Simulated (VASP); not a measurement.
# RbBr (P6_3/mmc) in VASP: further runs

RbBr is run at these levels: PBE; tasks: single point.

Everything below comes from runs of VASP 6.6.1. Logs are shortened: lines on timing, memory, paths and dates and some standing lists are left out, and cuts for length are marked.

## Step 1: The cell of the first run

The structure is hexagonal, space group P6_3/mmc (No. 194). The conventional cell has a = 4.840 Å, b = 4.840 Å, c = 8.506 Å, α = 90.00°, β = 90.00°, γ = 120.00°. Rb (site symmetry -3m) has 6 Br at 3.51 Å and 2 Rb at 4.25 Å within 4.6 Å. Within 4.6 Å of Br (site symmetry -6m2) lie 6 Rb at 3.51 Å.

## Step 2: Single point, PBE

The input, INCAR:

```
SYSTEM = RbBr
PREC = Accurate ; ENCUT = 520
EDIFF = 1E-7 ; ISMEAR = 0
SIGMA = 0.02 ; LREAL = .FALSE.
LASPH = .TRUE. ; NELM = 100
ALGO = Normal ; ISIF = 2
LWAVE = .FALSE. ; LCHARG = .FALSE.
GGA = PE ; NBANDS = 24
```

The input, KPOINTS:

```
Automatic mesh
0
G
  6 6 3
  0 0 0
```

The input, POSCAR:

```
RbBr
1.0
    4.8399445700      0.0000000000      0.0000000000
   -2.4199722850      4.1915149505      0.0000000000
    0.0000000000      0.0000000000      8.5056616576
Rb Br
2 2
Direct
    0.0000000000      0.0000000000      0.0000000000
    0.0000000000      0.0000000000      0.5000000000
    0.3333333333      0.6666666667      0.2500000000
    0.6666666667      0.3333333333      0.7500000000
```

Potentials or basis: VASP PAW PBE potentials, release 64 (Rb_sv, Br).

Command:

```bash
cat potpaw_PBE.64/Rb_sv/POTCAR potpaw_PBE.64/Br/POTCAR > POTCAR
mpirun -np 1 vasp_std > vasp.out
```

OUTCAR:

```text
SYSTEM = RbBr
   PREC = Accurate
   ENCUT = 520
   EDIFF = 1E-7
   ISMEAR = 0
   LREAL = .FALSE.
   LASPH = .TRUE.
   NELM = 100
   ISIF = 2
   GGA = PE

 ion  position               nearest neighbor table
   1  0.000  0.000  0.000-   3 3.51   4 3.51   3 3.51   4 3.51   4 3.51   3 3.51   2 4.25   2 4.25

   2  0.000  0.000  0.500-   3 3.51   4 3.51   3 3.51   4 3.51   4 3.51   3 3.51   1 4.25   1 4.25

   3  0.333  0.667  0.250-   1 3.51   2 3.51   1 3.51   2 3.51   1 3.51   2 3.51
   4  0.667  0.333  0.750-   1 3.51   2 3.51   1 3.51   2 3.51   1 3.51   2 3.51

  LATTYP: Found a hexagonal cell.
 ALAT       =     4.8399445700
 C/A-ratio  =     1.7573882375

  Lattice vectors:

 A1 = (   4.8399445700,   0.0000000000,   0.0000000000)
 A2 = (  -2.4199722850,   4.1915149505,   0.0000000000)
 A3 = (   0.0000000000,   0.0000000000,   8.5056616576)

Analysis of symmetry for initial positions (statically):
=====================================================================
 Subroutine PRICEL returns:
 Original cell was already a primitive cell.

 Routine SETGRP: Setting up the symmetry group for a
 hexagonal supercell.

 Subroutine GETGRP returns: Found 24 space group operations
 (whereof 12 operations were pure point group operations)
 out of a pool of 24 trial point group operations.

The static configuration has the point symmetry D_3d.
 The point group associated with its full space group is D_6h.

Analysis of symmetry for dynamics (positions and initial velocities):
=====================================================================
 Subroutine PRICEL returns:
 Original cell was already a primitive cell.

 Routine SETGRP: Setting up the symmetry group for a
 hexagonal supercell.

 Subroutine GETGRP returns: Found 24 space group operations
 (whereof 12 operations were pure point group operations)
 out of a pool of 24 trial point group operations.

The dynamic configuration has the point symmetry D_3d.
 The point group associated with its full space group is D_6h.

 Subroutine INISYM returns: Found 24 space group operations
 (whereof 12 operations are pure point group operations),
 and found     1 'primitive' translations

----------------------------------------------------------------------------------------

                                     Primitive cell

  volume of cell :     172.5518

  direct lattice vectors                    reciprocal lattice vectors
     4.839944570  0.000000000  0.000000000     0.206613936  0.119288612  0.000000000
    -2.419972285  4.191514951  0.000000000     0.000000000  0.238577224  0.000000000
     0.000000000  0.000000000  8.505661658     0.000000000  0.000000000  0.117568749

  length of vectors
[... 80 lines left out ...]
   NFREE  =      0    steps in history (QN), initial steepest desc. (CG)
   ISIF   =      2    stress and relaxation
   ISYM   =      2    0-nonsym 1-usesym 2-fastsym
   POTIM  = 0.5000    time-step for ionic-motion
   TEBEG  =    0.0;   TEEND  =   0.0 temperature during run
   PSTRESS=    0.0 pullay stress
   NELECT =      32.0000    total number of electrons
   NUPDOWN=      -1.0000    fix difference up-down
   EMIN   =  10.00;   EMAX   =-10.00  energy-range for DOS
   EFERMI =   0.00;   METHOD = LEGACY
   ISMEAR =     0;   SIGMA  =   0.02  broadening in eV -4-tet -1-fermi 0-gaus
   EFERMI_NEDOS =   21; number of points for ismear=-14 and -15
   IALGO  =     38    algorithm
   IMIX   =      4    mixing-type and parameters
     AMIX     =   0.40;   BMIX     =  1.00
     AMIX_MAG =   1.60;   BMIX_MAG =  1.00
  volume/ion in A,a.u.               =      43.14       291.11
  Fermi-wavevector in a.u.,A,eV,Ry     =   0.933580  1.764211 11.858458  0.871572
  Thomas-Fermi vector in A             =   2.060296
   LORBIT       =      0    0 simple, 1 ext, 2 COOP (PROOUT), +10 PAW based schemes
   GGA     = PE    functional components
   LHFCALC =     F    Hartree Fock is set to
   AEXX    =    0.0000 exact exchange contribution
   IVDW    =     0    specifies the selected vdW correction
   LEPSILON=     F    determine dielectric tensor
   LRPA    =     F    only Hartree local field effects (RPA)
 non-spin polarized calculation
 Gauss-broadening in eV      SIGMA  =   0.02
  energy-cutoff  :      520.00
  volume of cell :      172.55
 maximum number of plane-waves:      4671
 NGX is ok and might be reduce to    36
   NGX = 17   NGY = 17   NGZ = 31

 number of electron      31.9999995 magnetization

 Free energy of the ion-electron system (eV)
  ---------------------------------------------------
  ext. energy  EPLUGINS =         0.00000000
  ---------------------------------------------------
  free energy    TOTEN  =       -12.13210282 eV

  energy without entropy =      -12.13210282  energy(sigma->0) =      -12.13210282

 E-fermi :  -1.7901     XC(G=0):  -6.9618

 val. band max:       -1.9438842726   @ k =   0.0000   0.0000   0.0000
 cond. band min:       2.1964813141   @ k =   0.0000   0.0000   0.0000
 fundamental gap:      4.1403655867
 Fermi energy:        -1.7900508758

 k-point     1 :       0.0000    0.0000    0.0000
  band No.  band energies     occupation
      1     -26.6527      2.00000
      2     -26.6385      2.00000
      3     -14.1538      2.00000
      4     -14.1050      2.00000
      5     -10.7502      2.00000
      6     -10.7262      2.00000
[... 367 lines left out ...]
     23       6.5512      0.00000
     24       6.5512      0.00000

------------------------ aborting loop because EDIFF is reached ----------------------------------------

  FORCE on cell =-STRESS in cart. coord.  units (eV):
  Direction    XX          YY          ZZ          XY          YZ          ZX
  --------------------------------------------------------------------------------------
  -------------------------------------------------------------------------------------
  Total        0.0553172      0.0553172      0.0664557      0.0000000     -0.0000000      0.0000000
  in kB        0.5136306      0.5136306      0.6170544      0.0000000     -0.0000000      0.0000000
  external PRESSURE =       0.5481052 kB  Pullay stress =       0.0000000 kB

 VOLUME and BASIS-vectors are now :
 -----------------------------------------------------------------------------
  energy-cutoff  :      520.00
  volume of cell :      172.55
      direct lattice vectors                 reciprocal lattice vectors
     4.839944570  0.000000000  0.000000000     0.206613936  0.119288612  0.000000000
    -2.419972285  4.191514951  0.000000000     0.000000000  0.238577224  0.000000000
     0.000000000  0.000000000  8.505661658     0.000000000  0.000000000  0.117568749

 POSITION                                       TOTAL-FORCE (eV/Angst)
 -----------------------------------------------------------------------------------
      0.00000      0.00000      0.00000         0.000000      0.000000      0.000000
      0.00000      0.00000      4.25283         0.000000      0.000000      0.000000
     -0.00000      2.79434      2.12642         0.000000      0.000000      0.000000
      2.41997      1.39717      6.37925        -0.000000     -0.000000     -0.000000
 -----------------------------------------------------------------------------------
    total drift:                               -0.000000      0.000000     -0.000000

  FREE ENERGIE OF THE ION-ELECTRON SYSTEM (eV)
  ---------------------------------------------------
  free  energy   TOTEN  =       -12.1321028221 eV

  energy  without entropy=      -12.1321028221  energy(sigma->0) =      -12.13210282
```

Wall time 56 s (1 thread of AMD EPYC 7R43 (Zen 3), shared host); peak memory 0.25 GiB.

What came out:

* Free energy: -12.1321 eV
* Pressure: 0.1 GPa
* Band gap on the k mesh: 4.14 eV, direct

Levels at points of the mesh, in eV from the valence-band top:
| k point | band 14 | band 15 | band 16 | band 17 | band 18 | band 19 |
| --- | --- | --- | --- | --- | --- | --- |
| (0.00, 0.00, 0.00) | -0.12 | 0.00 | 0.00 | 4.14 | 6.31 | 6.58 |
| (0.50, 0.00, 0.00) | -0.32 | -0.31 | -0.15 | 5.85 | 6.68 | 6.82 |

## Step 3: Single point, PBE

The input, INCAR:

```
SYSTEM = RbBr
PREC = Accurate
ENCUT = 520
EDIFF = 1E-6
ISMEAR = 0
SIGMA = 0.02
LREAL = .FALSE.
LASPH = .TRUE.
NELM = 100
ALGO = Normal
ISIF = 2
LWAVE = .FALSE.
LCHARG = .FALSE.
GGA = PE
NBANDS = 24
```

The input, KPOINTS:

```
regular mesh
0
G
  6 6 3
  0 0 0
```

The input, POSCAR:

```
RbBr
1.0
    4.8344529829      0.0000000000      0.0000000000
   -2.4172264914      4.1867590966      0.0000000000
    0.0000000000      0.0000000000      8.5243614602
Rb Br
2 2
Direct
    0.0000000000      0.0000000000      0.0000000000
    0.3333333333      0.6666666667      0.5000000000
    0.6666666667      0.3333333333      0.2500000000
    0.6666666667      0.3333333333      0.7500000000
```

Potentials or basis: VASP PAW PBE potentials, release 64 (Rb_sv, Br).

Command:

```bash
cat potpaw_PBE.64/Rb_sv/POTCAR potpaw_PBE.64/Br/POTCAR > POTCAR
mpirun -np 1 vasp_std > vasp.out
```

It took 44 s on 1 thread of AMD EPYC 7R43 (Zen 3), shared host; peak memory 0.25 GiB.

It converged, with:

```
Free energy            : -12.1235 eV
Pressure               : 0.0 GPa
Band gap on the k mesh : 3.85 eV, direct
```

Levels at points of the mesh, in eV from the valence-band top:
```tsv
k point	band 13	band 14	band 15	band 16	band 17	band 18	band 19	band 20
(0.00, 0.00, 0.00)	-0.35	-0.27	-0.27	0.00	3.85	6.47	6.54	6.55
(0.50, 0.00, 0.00)	-0.68	-0.47	-0.36	-0.08	5.36	6.54	6.75	6.80
```
